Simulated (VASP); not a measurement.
A run of VASP 6.6.1 is set up as follows.

INCAR

```
  ALGO = Normal
  EDIFF = 1E-6
  ENCUT = 520
  GGA = PS
  ISIF = 2
  ISMEAR = 0
  LASPH = True
  LCHARG = False
  LREAL = False
  LWAVE = False
  NBANDS = 8
  NELM = 80
  PREC = Accurate
  SIGMA = 0.1
```

Contents of KPOINTS:

```
k-points
0
Gamma
  22 22 22
```

The input POSCAR:

```
N
1.0
    1.8288425832      0.0000000000      0.0000000000
    0.0000000000      1.8288425832      0.0000000000
    0.0000000000      0.0000000000      1.8288425832
N
1
Direct
    0.0000000000      0.0000000000      0.0000000000
```

Potentials or basis: VASP PAW PBE potentials, release 64 (N).

Launch:

```bash
$ cat potpaw_PBE.64/N/POTCAR > POTCAR
$ mpirun -np 1 vasp_std > vasp.out
```

Estimate the pressure.

-0.3 GPa.

Caveat: the PAW data sets were made with another functional, which shifts forces and pressure a little.
